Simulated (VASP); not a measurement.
Set up this calculation in VASP 6.6.1, as the native input.

| Quantity | Value |
| --- | --- |
| Task | single point |
| Functional | LDA |
| Potentials or basis | VASP PAW LDA potentials, release 64 (Ga_d, Sb) |
| Cutoff | 500 eV |
| k mesh | 12 × 12 × 12 |
| Occupations | gaussian, width 0.1 eV |
| Spin | no spin polarisation |
| Dipole correction | no |
| Further INCAR settings | ALGO = Normal; EDIFF = 1e-06; NBANDS = 16 |

The structure of GaSb (l) lies in POSCAR:

```
GaSb
1.0
    0.0000000000      3.0243850670      3.0243850670
    3.0243850670      0.0000000000      3.0243850670
    3.0243850670      3.0243850670      0.0000000000
Ga Sb
1 1
Direct
    0.0000000000      0.0000000000      0.0000000000
    0.2500000000      0.2500000000      0.2500000000
```

These files were run (other wordings do the same):

INCAR

```
SYSTEM = GaSb
PREC = Accurate
ENCUT = 500
EDIFF = 1E-6
ISMEAR = 0
SIGMA = 0.1
LREAL = .FALSE.
LASPH = .TRUE.
NELM = 120
ALGO = Normal
ISIF = 2
LWAVE = .FALSE.
LCHARG = .FALSE.
NBANDS = 16
GGA_COMPAT = .FALSE.
```

KPOINTS

```
Automatic mesh
0
G
  12 12 12
  0 0 0
```

Potentials or basis: VASP PAW LDA potentials, release 64 (Ga_d, Sb).

Run with:

```bash
$ cat potpaw_LDA.64/Ga_d/POTCAR potpaw_LDA.64/Sb/POTCAR > POTCAR
$ mpirun -np 1 vasp_std > vasp.out
```

Results of the run:

- Pressure: 0.2 GPa

Wall time 28 s on 1 thread of Intel(R) Xeon(R) Platinum 8375C CPU @ 2.90GHz (Ice Lake) (shared host), peak memory 0.19 GiB.
